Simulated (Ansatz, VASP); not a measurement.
Two plane-wave programs on Pb2O

The input INCAR:

```
PREC = Accurate
ENCUT = 520
EDIFF = 1E-6
ISMEAR = 0
SIGMA = 0.1
LREAL = False
LASPH = True
NELM = 80
ALGO = Normal
ISIF = 2
LWAVE = False
LCHARG = True
GGA = PE
LELF = True
LVHAR = True
NBANDS = 43
```

Contents of KPOINTS:

```
regular mesh
0
Gamma
  8 8 8
```

Contents of POSCAR:

```
Pb2O
1.0
    5.4753739830      0.0000000000      0.0000000000
    0.0000000000      5.4753739830      0.0000000000
    0.0000000000      0.0000000000      5.4753739830
Pb O
4 2
Direct
    0.2500000000      0.2500000000      0.2500000000
    0.7500000000      0.7500000000      0.2500000000
    0.2500000000      0.7500000000      0.7500000000
    0.7500000000      0.2500000000      0.7500000000
    0.0000000000      0.0000000000      0.0000000000
    0.5000000000      0.5000000000      0.5000000000
```

Input for Ansatz:

```yaml
crystal:
  lattice:
    - [5.475373983, 0.0, 0.0]
    - [0.0, 5.475373983, 0.0]
    - [0.0, 0.0, 5.475373983]
  atoms:
    - { symbol: Pb, position: [0.25, 0.25, 0.25] }
    - { symbol: Pb, position: [0.75, 0.75, 0.25] }
    - { symbol: Pb, position: [0.25, 0.75, 0.75] }
    - { symbol: Pb, position: [0.75, 0.25, 0.75] }
    - { symbol: O, position: [0.0, 0.0, 0.0] }
    - { symbol: O, position: [0.5, 0.5, 0.5] }
basis:
  ecutwfc: 420
kpoints:
  mp_grid: { grid: [8, 8, 8] }
hamiltonian:
  xc: pbe
scf:
  occupations: { method: gaussian, width: 0.1 }
output:
  forces: true
  stress: true
  eigenvalues: true
```

Alike in both runs: task single point; functional PBE; k mesh 8 × 8 × 8; occupations gaussian, width 0.1 eV; no spin polarisation.

|  | VASP | Ansatz |
| --- | --- | --- |
| version | VASP 6.6.1 | Ansatz 0.2.0 |
| potentials or method | VASP PAW PBE potentials, release 64 (Pb_d, O), cutoff 520 eV | scalar-relativistic, plane waves, PAW |
| valence electrons in the cell | 68 | 68 |

```tsv
	VASP	Ansatz	Ansatz less VASP
gap on the k mesh at the Fermi level (eV)	none	none	-
pressure (GPa)	0.0	0.0	0.00
```

A gap of «none» marks a metal or a gap that the smearing closes. With one functional, cell and mesh, what is left measures potentials, basis and numerics.

Neither program's run includes spin-orbit coupling.
